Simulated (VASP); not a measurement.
# Ta4O: single point with PBEsol

The system is Ta4O.

```
CELL_PARAMETERS angstrom
3.25750 0.00000 0.00000
0.00000 3.25750 0.00000
0.00000 0.00000 7.40934
ATOMIC_POSITIONS crystal
Ta 0.00000 0.00000 0.50000
Ta 0.50000 0.50000 0.78316
Ta 0.50000 0.50000 0.21684
Ta 0.00000 0.00000 0.00000
O 0.50000 0.50000 0.50000
```

```
Program                : VASP 6.6.1
Task                   : single point
Functional             : PBEsol
Potentials or basis    : VASP PAW PBE potentials, release 64 (Ta_pv, O)
Cutoff                 : 520 eV
k mesh                 : 12 × 12 × 6
Occupations            : methfessel-paxton, width 0.02 eV
Spin                   : no spin polarisation
Dipole correction      : no
Further INCAR settings : ALGO = Normal; EDIFF = 1e-07; NBANDS = 33
```

The pressure is -7.9 GPa, the largest force is 0.046 eV/Å and the band gap on the k mesh is zero (bands 25 and 26 overlap by 0.98 eV).

Forces on the atoms (eV/Å):
```
Ta   0.000  0.000  0.000
Ta   0.000  0.000 -0.046
Ta   0.000  0.000  0.046
Ta   0.000  0.000  0.000
O    0.000  0.000  0.000
```

Stress tensor (GPa, compression positive):
```
-7.76  0.00  0.00
 0.00 -7.76  0.00
 0.00  0.00 -8.17
```

Levels at points of the mesh, in eV from the Fermi level:
```
           k point  band 23  band 24  band 25  band 26  band 27  band 28
(0.00, 0.00, 0.00)    -0.44    -0.44    -0.23     0.50     1.05     1.05
(0.50, 0.00, 0.00)    -0.91    -0.65     0.24     0.92     0.94     1.34
(0.50, 0.50, 0.00)    -1.48    -0.64    -0.64     1.64     2.39     2.78
(0.00, 0.00, 0.50)    -0.51    -0.51     0.13     0.70     0.70     0.77
(0.50, 0.00, 0.50)    -1.00    -0.62    -0.41     1.05     1.32     1.57
(0.50, 0.50, 0.50)    -1.68     0.05     0.05     1.63     1.94     1.94
```

Wall time 2.8 min on 1 thread of AMD EPYC 9R45 96-Core Processor (Zen 5), on a shared host, peak memory 0.31 GiB.

Caveat: the cell stands under tension; the PAW data sets were made with another functional, which shifts forces and pressure a little; spin-orbit coupling is left out, which moves the levels of the heavy elements.
